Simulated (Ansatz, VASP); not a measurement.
GaP in VASP and in Ansatz

Contents of INCAR:

```
SYSTEM = GaP
PREC = Accurate
ENCUT = 520
EDIFF = 1E-6
ISMEAR = 0
SIGMA = 0.05
LREAL = .False.
LASPH = .True.
NELM = 80
ALGO = Normal
ISIF = 2
LWAVE = .False.
LCHARG = .False.
GGA = PE
NBANDS = 16
```

File KPOINTS:

```
Automatic mesh
0
Gamma
  10 10 10
  0 0 0
```

File POSCAR:

```
GaP
1.0
    0.0000000000      2.8514142562      2.6316698258
    2.6316698258      0.0000000000      2.6316698258
    2.6316698258      2.8514142562      0.0000000000
Ga P
1 1
Direct
    0.0000000000      0.0000000000      0.0000000000
    0.7500000000      0.7500000000      0.7500000000
```

Input for Ansatz:

```yaml
crystal:
  lattice:
    - [0.0, 2.8514142562, 2.6316698258]
    - [2.6316698258, 0.0, 2.6316698258]
    - [2.6316698258, 2.8514142562, 0.0]
  atoms:
    - { symbol: Ga, position: [0.0, 0.0, 0.0] }
    - { symbol: P, position: [0.75, 0.75, 0.75] }
basis:
  ecutwfc: 420
kpoints:
  mp_grid: { grid: [10, 10, 10] }
hamiltonian:
  xc: pbe
  pseudopotentials: { kind: paw, azcp: { folder: soft_1 } }
scf:
  occupations: { method: gaussian, width: 0.05 }
output:
  forces: true
  stress: true
  eigenvalues: true
```

Alike in both runs: task single point; functional PBE; k mesh 10 × 10 × 10; occupations gaussian, width 0.05 eV; no spin polarisation.

```csv
,VASP,Ansatz
version,VASP 6.6.1,Ansatz 0.2.0
potentials or method,"VASP PAW PBE potentials, release 64 (Ga_d, P), cutoff 520 eV","scalar-relativistic, plane waves, PAW"
valence electrons in the cell,18,18
```

|  | VASP | Ansatz | Ansatz less VASP |
| --- | --- | --- | --- |
| gap on the k mesh at the Fermi level (eV) | 1.17 | 1.17 | 0.000 |
| least direct gap on the mesh (eV) | 1.80 | 1.80 | +0.002 |
| pressure (GPa) | 4.5 | 4.7 | +0.12 |
| traceless stress, the component that is largest in VASP (GPa) | -4.54 | -4.53 | +0.012 |
